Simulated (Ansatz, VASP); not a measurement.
One calculation of GdN, two programs

```xyz
2
Lattice="0.0000 2.7665 2.7665 2.7665 0.0000 2.7665 2.7665 2.7665 0.0000" Properties=species:S:1:pos:R:3 pbc="T T T"
Gd    0.0000    0.0000    0.0000
N     4.1497    4.1497    4.1497
```

Change from the starting cell: species swapped into the InAs type (F-43m, No. 216).

Alike in both runs: task relaxation of cell and atoms; functional PBE; k mesh 6 × 6 × 6; occupations gaussian, width 0.1 eV; collinear spin.

|  | VASP | Ansatz |
| --- | --- | --- |
| version | VASP 6.6.1 | Ansatz 0.2.0 |
| potentials or method | VASP PAW PBE potentials, release 64 (Gd, N), cutoff 600 eV | scalar-relativistic, plane waves, PAW |
| valence electrons in the cell | 23 | 23 |

```csv
,VASP,Ansatz,Ansatz less VASP
"gap on the k mesh at the Fermi level, each at its own relaxed structure (eV)",1.19,1.17,-0.014
net moment per atom (μB),3.50,3.50,0.000
size of the moment on the site where the two differ most (μB),6.79,6.79,+0.006
relaxed volume (Å³/atom),19.03,19.04,+0.010
relaxed length of the cell vector where the two differ most in proportion (Å),3.776,3.776,+0.0006
```

Site moments also hang on the region over which each program counts them.

Neither program's run includes spin-orbit coupling.
